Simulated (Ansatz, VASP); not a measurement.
SbSe5 in VASP and in Ansatz

```
Sb Se
1.0
     3.76864    2.17582    5.85216
    -3.76864    2.17582    5.85216
     0.00000   -4.35165    5.85216
Sb Se
1 5
Direct
  0.21466 0.21466 0.21466
  0.96321 0.47384 0.96321
  0.96321 0.96321 0.47384
  0.47384 0.96321 0.96321
  0.04442 0.04442 0.04442
  0.88676 0.88676 0.88676
```

Alike in both runs: functional PBE; k mesh 6 × 6 × 6; occupations gaussian, width 0.1 eV; no spin polarisation.

Ansatz relaxed the structure, and its values are those at the end. VASP's run is a single point on that final structure, the one shown.

|  | VASP | Ansatz |
| --- | --- | --- |
| version | VASP 6.6.1 | Ansatz 0.2.0 |
| potentials or method | VASP PAW PBE potentials, release 64 (Sb, Se), cutoff 520 eV | scalar-relativistic, plane waves, PAW |
| valence electrons in the cell | 35 | 95 |

```csv
,VASP,Ansatz,Ansatz less VASP
gap on the k mesh at the Fermi level (eV),none,none,-
pressure (GPa),0.0,0.0,-0.02
rms of the force components (eV/Å),0.011,0.001,-0.0095
```

A gap of «none» marks a metal or a gap that the smearing closes. With one functional, cell and mesh, what is left measures potentials, basis and numerics. VASP's potentials hold 35 valence electrons a cell and Ansatz's 95, so a difference there can come from the potentials and not from the codes.

Spin-orbit coupling is off throughout.
